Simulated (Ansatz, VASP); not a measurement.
**One calculation of Mg, two programs**

File INCAR:

```
SYSTEM = Mg
PREC = Accurate
ENCUT = 520
EDIFF = 1E-6
ISMEAR = -1
SIGMA = 0.1
LREAL = .False.
LASPH = .True.
NELM = 60
ALGO = Normal
ISIF = 2
LWAVE = .False.
LCHARG = .True.
LELF = .True.
LVHAR = .True.
NBANDS = 7
```

KPOINTS

```
regular mesh
0
Gamma
  14 14 14
  0 0 0
```

The input POSCAR:

```
Mg
1.0
   -1.6808523859      1.6808523859      1.6808523859
    1.6808523859     -1.6808523859      1.6808523859
    1.6808523859      1.6808523859     -1.6808523859
Mg
1
Direct
    0.0000000000      0.0000000000      0.0000000000
```

Input for Ansatz:

```yaml
crystal:
  lattice:
    - [-1.6808523859, 1.6808523859, 1.6808523859]
    - [1.6808523859, -1.6808523859, 1.6808523859]
    - [1.6808523859, 1.6808523859, -1.6808523859]
  atoms:
    - { symbol: Mg, position: [0.0, 0.0, 0.0] }
hamiltonian:
  xc: lda
  pseudopotentials:
    kind: paw
    azcp:
      Mg: "pseudopotentials/Mg.paw.azcp"
basis:
  ecutwfc: 420
  fft_grid_basis: typed
kpoints:
  mp_grid: { grid: [14, 14, 14], shift: [0, 0, 0] }
magnetization:
  spin_polarized: false
scf:
  occupations: { method: fermi_dirac, width: 0.1 }
  lower_state_search: "off"
output:
  stress: true
  write_density: true
  write_potential: true
  elf: true
  volumetric_format: npy
```

Alike in both runs: task single point; functional LDA; k mesh 14 × 14 × 14; occupations fermi-dirac, width 0.1 eV; no spin polarisation.

|  | VASP | Ansatz |
| --- | --- | --- |
| version | VASP 6.6.1 | Ansatz 0.2.0 |
| potentials or method | VASP PAW LDA potentials, release 64 (Mg), cutoff 520 eV | plane waves (420 eV) with PAW, scalar-relativistic |
| valence electrons in the cell | 2 | 10 |

```tsv
	VASP	Ansatz	Ansatz less VASP
pressure (GPa)	6.1	6.5	+0.34
```

Ansatz warns that its potentials were made for another functional, while VASP's fit it. LDA's correlation is that of Perdew and Zunger in VASP and of Perdew and Wang (1992) in Ansatz. VASP's potentials hold 2 valence electrons a cell and Ansatz's 10, so a difference there can come from the potentials and not from the codes.
